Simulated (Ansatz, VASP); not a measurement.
Two plane-wave programs on LiBr

File INCAR:

```
PREC     = Accurate       # precision mode
ENCUT    = 750            # plane-wave cutoff, eV
EDIFF    = 1E-6           # SCF threshold, eV
ISMEAR   = 0              # smearing method
SIGMA    = 0.01           # smearing width, eV
LREAL    = F              # projectors in reciprocal space
LASPH    = T              # aspherical terms in the spheres
NELM     = 120            # most SCF steps
ALGO     = Normal         # electronic algorithm
ISIF     = 2              # what is computed and relaxed
LWAVE    = F              # write WAVECAR
LCHARG   = F              # write CHGCAR
GGA      = PS             # functional
NBANDS   = 12             # bands
GGA_COMPAT= F
```

Contents of KPOINTS:

```
Automatic mesh
0
Gamma
  4 4 4
```

File POSCAR:

```
LiBr
1.0
    0.0000000000      2.7395485832      2.7395485832
    2.7395485832      0.0000000000      2.7395485832
    2.7395485832      2.7395485832      0.0000000000
Li Br
1 1
Direct
    0.0000000000      0.0000000000      0.0000000000
    0.5000000000      0.5000000000      0.5000000000
```

Input for Ansatz:

```yaml
crystal:
  lattice:
    - [0.0, 2.7395485832, 2.7395485832]
    - [2.7395485832, 0.0, 2.7395485832]
    - [2.7395485832, 2.7395485832, 0.0]
  atoms:
    - { symbol: Li, position: [0.0, 0.0, 0.0] }
    - { symbol: Br, position: [0.5, 0.5, 0.5] }
kpoints:
  mp_grid: { grid: [4, 4, 4] }
hamiltonian:
  xc: pbesol
scf:
  occupations: { method: fixed }
output:
  optics:
    e_range: [2, 10]
    de: 0.05
    sigma: 0.4
    scissors: 2.5
    scheme: gaussian
    bands: auto
  write_density: true
  write_potential: true
  elf: true
  volumetric_format: npy
```

Alike in both runs: task single point; functional PBEsol; k mesh 4 × 4 × 4; no spin polarisation.

|  | VASP | Ansatz |
| --- | --- | --- |
| version | VASP 6.6.1 | Ansatz 0.2.0 |
| potentials or method | VASP PAW PBE potentials, release 64 (Li_sv, Br) | plane waves, PAW |
| plane-wave cutoff (eV) | 750 | 420 |
| occupations | gaussian, width 0.01 eV | fixed |
| valence electrons in the cell | 10 | 10 |

```csv
,VASP,Ansatz,Ansatz less VASP
gap on the k mesh at the Fermi level (eV),4.81,4.81,-0.002
```

VASP's potentials were made for PBE, not for PBEsol.

The k mesh is coarse, so the values compare programs but aren't converged.
